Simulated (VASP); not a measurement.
Crystal: Te.

```
Te
1.0
     5.01977    0.00000    0.00000
     0.00000    6.61876    0.00000
     0.00000    0.00000    3.94753
Te
4
Cartesian
  0.0000 1.9157 1.6160
  0.0000 4.7031 1.6160
  2.5099 1.3937 2.3316
  2.5099 5.2251 2.3316
```

The cell was generated, and may not be a known phase.

| Property | Result |
| --- | --- |
| Program | VASP 6.6.1 |
| Task | relaxation of cell and atoms |
| Functional | PBE |
| Potentials or basis | VASP PAW PBE potentials, release 64 (Te) |
| Cutoff | 600 eV |
| k mesh | 4 × 4 × 4 |
| Occupations | gaussian, width 0.1 eV |
| Spin | no spin polarisation |

At the start: pressure 14.4 GPa; volume 32.79 Å³/atom.

Task: How do energy, volume and symmetry change on relaxing?

Result: Over 51 steps the energy falls by 733.8 meV/atom; space group Pmmn (No. 59, to 0.1 Å) before, P4/mmm (No. 123, to 0.1 Å).

Step by step:
```
step  energy change (eV)  largest force (eV/Å)  pressure (GPa)  volume (Å³)
   1              0.0000                1.9679           14.41       131.16
   3             -1.4103                0.2695           -0.57       159.92
   5             -1.5070                0.2454           -0.38       157.63
   7             -0.8306                1.0519            8.02       138.86
   9             -1.8984                1.0918            0.55       149.88
  11             -2.0198                0.9157           -0.12       149.22
  13             -2.1893                0.2117           -1.95       150.25
  15             -2.2404                0.1253           -0.80       146.44
  17             -2.2473                0.1220           -0.23       144.72
  19             -2.2518                0.0698            0.02       144.03
  21             -2.2538                0.0768            0.02       143.88
  23             -2.2746                0.2067           -0.38       144.08
  25             -2.2920                0.3025           -0.66       144.23
  27             -2.2945                0.3216           -0.66       144.01
  29             -2.2976                0.4328           -0.58       143.00
  31             -2.3280                0.4612           -0.34       140.97
  33             -2.6642                0.5564            1.27       131.66
  35             -2.7634                0.5667            2.07       128.45
  37             -2.8209                0.5420            3.03       125.33
  39             -2.8268                0.5110            3.21       124.66
  41             -2.8368                0.4827            3.04       124.92
  43             -2.8970                0.3608            1.19       128.59
  45             -2.9144                0.2629           -0.34       132.16
  47             -2.9238                0.2024           -0.25       131.86
  49             -2.9257                0.1140            0.39       130.48
  51             -2.9353                0.0240           -0.01       131.14
```

Final structure:
```
Te
1.0
     6.29065    0.00000    0.00000
     0.00000    6.32470    0.00000
     0.00000    0.00000    3.29622
Te
4
Direct
  0.00000 0.25035 0.49476
  0.00000 0.74965 0.49476
  0.50000 0.24965 0.50524
  0.50000 0.75035 0.50524
```

Caveat: the k points lie up to 0.48 Å⁻¹ apart in the final cell; the highest band is partly filled, so the run has too few bands; a cell axis changed by over 15 % at a fixed basis, so the end point is rough.
